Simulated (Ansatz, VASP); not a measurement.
One calculation of Ta, two programs

```
Ta
1.0
     3.90591    0.00000    0.00000
     0.00000    3.90591    0.00000
     0.00000    0.00000    6.94653
Ta
5
Direct
  0.50000 0.00000 0.30026
  0.00000 0.50000 0.69974
  0.00000 0.50000 0.30026
  0.50000 0.00000 0.69974
  0.00000 0.00000 0.00000
```

Alike in both runs: functional PBE; k mesh 10 × 10 × 6; occupations gaussian, width 0.1 eV; no spin polarisation.

Ansatz relaxed the structure, and its values are those at the end. VASP's run is a single point on that final structure, the one shown.

```csv
,VASP,Ansatz
version,VASP 6.6.1,Ansatz 0.2.0
potentials or method,"VASP PAW PBE potentials, release 64 (Ta_pv), cutoff 520 eV","scalar-relativistic, plane waves, PAW"
valence electrons in the cell,55,65
```

Ansatz gave:

```
gap on the k mesh at the Fermi level (eV) : none
pressure (GPa)                            : 0.0
```

Task: Which values does VASP return?

Result: gap on the k mesh at the Fermi level (eV): none; pressure (GPa): 0.1.

A gap of «none» marks a metal or a gap that the smearing closes. With one functional, cell and mesh, what is left measures potentials, basis and numerics. VASP's potentials hold 55 valence electrons a cell and Ansatz's 65, so a difference there can come from the potentials and not from the codes.

Spin-orbit coupling is off throughout.
